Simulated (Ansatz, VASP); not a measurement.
# Mg2Sn: VASP beside Ansatz

The input INCAR:

```
SYSTEM = Mg2Sn
PREC = Accurate
ENCUT = 600
EDIFF = 1E-6
ISMEAR = 0
SIGMA = 0.1
LREAL = .FALSE.
LASPH = .TRUE.
NELM = 120
ALGO = Normal
ISIF = 2
LWAVE = .FALSE.
LCHARG = .TRUE.
GGA = PE
LELF = .TRUE.
LVHAR = .TRUE.
NBANDS = 16
GGA_COMPAT = .FALSE.
```

The input KPOINTS:

```
regular mesh
0
G
  12 12 12
  0 0 0
```

File POSCAR:

```
Mg2Sn
1.0
    0.0000000000      3.2445227700      3.2445227700
    3.2445227700      0.0000000000      3.2445227700
    3.2445227700      3.2445227700      0.0000000000
Mg Sn
2 1
Direct
    0.2500000000      0.2500000000      0.2500000000
    0.7500000000      0.7500000000      0.7500000000
    0.0000000000      0.0000000000      0.0000000000
```

Input for Ansatz:

```yaml
crystal:
  lattice:
    - [0.0, 3.24452277, 3.24452277]
    - [3.24452277, 0.0, 3.24452277]
    - [3.24452277, 3.24452277, 0.0]
  atoms:
    - { symbol: Mg, position: [0.25, 0.25, 0.25] }
    - { symbol: Mg, position: [0.75, 0.75, 0.75] }
    - { symbol: Sn, position: [0.0, 0.0, 0.0] }
basis:
  ecutwfc: 420
kpoints:
  mp_grid: { grid: [12, 12, 12] }
hamiltonian:
  xc: pbe
scf:
  occupations: { method: gaussian, width: 0.1 }
output:
  forces: true
  stress: true
  eigenvalues: true
  write_density: true
  write_potential: true
  elf: true
  volumetric_format: npy
```

Alike in both runs: task single point; functional PBE; k mesh 12 × 12 × 12; occupations gaussian, width 0.1 eV; no spin polarisation.

|  | VASP | Ansatz |
| --- | --- | --- |
| version | VASP 6.6.1 | Ansatz 0.2.0 |
| potentials or method | VASP PAW PBE potentials, release 64 (Mg, Sn_d), cutoff 600 eV | scalar-relativistic, plane waves, PAW |
| valence electrons in the cell | 18 | 34 |

```csv
,VASP,Ansatz,Ansatz less VASP
gap on the k mesh at the Fermi level (eV),0.01,0.02,+0.002
least direct gap on the mesh (eV),2.06,2.06,+0.001
pressure (GPa),8.0,8.2,+0.18
```

VASP's potentials hold 18 valence electrons a cell and Ansatz's 34, so a difference there can come from the potentials and not from the codes.
